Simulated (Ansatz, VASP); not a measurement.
# Two plane-wave programs on NaF

POSCAR

```
NaF
1.0
    0.0000000000      2.4088877442      2.4088877442
    2.4088877442      0.0000000000      2.4088877442
    2.4088877442      2.4088877442      0.0000000000
Na F
1 1
Direct
    0.0000000000      0.0000000000      0.0000000000
    0.5000000000      0.5000000000      0.5000000000
```

File INCAR.step1:

```
PREC = Accurate
ENCUT = 970
ISMEAR = 0
SIGMA = 0.01
LREAL = F
LASPH = T
NELM = 120
NBANDS = 15
GGA = PE
ALGO = Normal
EDIFF = 1E-5
LWAVE = T
LCHARG = F
GGA_COMPAT = F
```

File INCAR.step2:

```
PREC = Accurate
ENCUT = 970
EDIFF = 1E-6
ISMEAR = 0
SIGMA = 0.01
LREAL = F
LASPH = T
NELM = 120
ALGO = Normal
ISIF = 2
LWAVE = F
LCHARG = F
METAGGA = R2SCAN
LMIXTAU = T
NBANDS = 15
ISTART = 1
GGA_COMPAT = F
```

KPOINTS

```
Automatic mesh
0
Gamma
  10 10 10
```

Input for Ansatz:

```yaml
crystal:
  lattice:
    - [0.0, 2.4088877442, 2.4088877442]
    - [2.4088877442, 0.0, 2.4088877442]
    - [2.4088877442, 2.4088877442, 0.0]
  atoms:
    - { symbol: Na, position: [0.0, 0.0, 0.0] }
    - { symbol: F, position: [0.5, 0.5, 0.5] }
kpoints:
  mp_grid: { grid: [10, 10, 10] }
  band_path:
    path:
      - [0.0, 0.0, 0.0]
      - [0.5, 0.0, 0.5]
      - [0.625, 0.25, 0.625]
      - [0.375, 0.375, 0.75]
      - [0.5, 0.5, 0.5]
      - [0.5, 0.25, 0.75]
    npoints: 1
hamiltonian:
  xc: r2scan
scf:
  occupations: { method: fixed }
  n_extra_bands: 4
output:
  forces: true
  stress: true
  eigenvalues: true
```

Change from the starting cell: hydrostatic strain +4.9%.

Alike in both runs: task single point; functional r2SCAN; k mesh 10 × 10 × 10; no spin polarisation.

|  | VASP | Ansatz |
| --- | --- | --- |
| version | VASP 6.6.1 | Ansatz 0.2.0 |
| potentials or method | VASP PAW PBE potentials, release 64 (Na_sv, F) | plane waves, PAW |
| plane-wave cutoff (eV) | 970 | 500 |
| occupations | gaussian, width 0.01 eV | fixed |
| valence electrons in the cell | 16 | 16 |

```csv
,VASP,Ansatz,Ansatz less VASP
gap on the k mesh at the Fermi level (eV),6.52,6.53,+0.003
pressure (GPa),-6.1,-5.6,+0.51
```

VASP's potentials were made for PBE, not for r2SCAN.
